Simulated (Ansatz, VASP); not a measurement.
**Re: VASP beside Ansatz**

The input INCAR:

```
SYSTEM = Re
ALGO = Normal
EDIFF = 1E-7
EDIFFG = -0.005
ENCUT = 600
GGA = CA
GGA_COMPAT = .False.
IBRION = 2
ISIF = 3
ISMEAR = -1
LASPH = .True.
LCHARG = .False.
LMAXMIX = 4
LORBIT = 11
LORBMOM = .True.
LREAL = .False.
LSORBIT = .True.
LWAVE = .False.
MAGMOM = 0 0 0
NELM = 150
NSW = 45
PREC = Accurate
SIGMA = 0.05
```

Contents of KPOINTS:

```
k-points
0
Gamma
  19 19 19
  0 0 0
```

POSCAR

```
Re
1.0
   -1.5355582741      1.5355582741      1.5355582741
    1.5355582741     -1.5355582741      1.5355582741
    1.5355582741      1.5355582741     -1.5355582741
Re
1
Direct
    0.0000000000      0.0000000000      0.0000000000
```

Input for Ansatz:

```yaml
crystal:
  lattice:
    - [-1.5355582741, 1.5355582741, 1.5355582741]
    - [1.5355582741, -1.5355582741, 1.5355582741]
    - [1.5355582741, 1.5355582741, -1.5355582741]
  atoms:
    - { symbol: Re, position: [0.0, 0.0, 0.0] }
kpoints:
  mp_grid: { grid: [19, 19, 19] }
scf:
  occupations: { method: fermi_dirac, width: 0.05 }
hamiltonian:
  xc: lda
  pseudopotentials: { kind: all_electron, lapw: { basis_error: 0.0005 } }
output:
  forces: true
  stress: true
  eigenvalues: true
  populations: true
relax:
  f_tol: 0.005
  max_steps: 25
  cell: {}
magnetization:
  noncollinear: true
  spin_orbit: true
```

Alike in both runs: task relaxation of cell and atoms; functional LDA; k mesh 19 × 19 × 19; occupations fermi-dirac, width 0.05 eV; non-collinear spin, spin-orbit coupling.

|  | VASP | Ansatz |
| --- | --- | --- |
| version | VASP 6.6.1 | Ansatz 0.2.0 |
| potentials or method | VASP PAW LDA potentials, release 64 (Re), cutoff 600 eV | all-electron LAPW |

```csv
,VASP,Ansatz,Ansatz less VASP
net moment per atom (μB),0.00,0.00,0.000
relaxed volume (Å³/atom),14.54,14.49,-0.056
relaxed cell length with the largest relative difference (Å),2.663,2.660,-0.0034
```

LDA's correlation is that of Perdew and Zunger in VASP and of Perdew and Wang (1992) in Ansatz. Ansatz ran all-electron here, and VASP with PAW potentials.
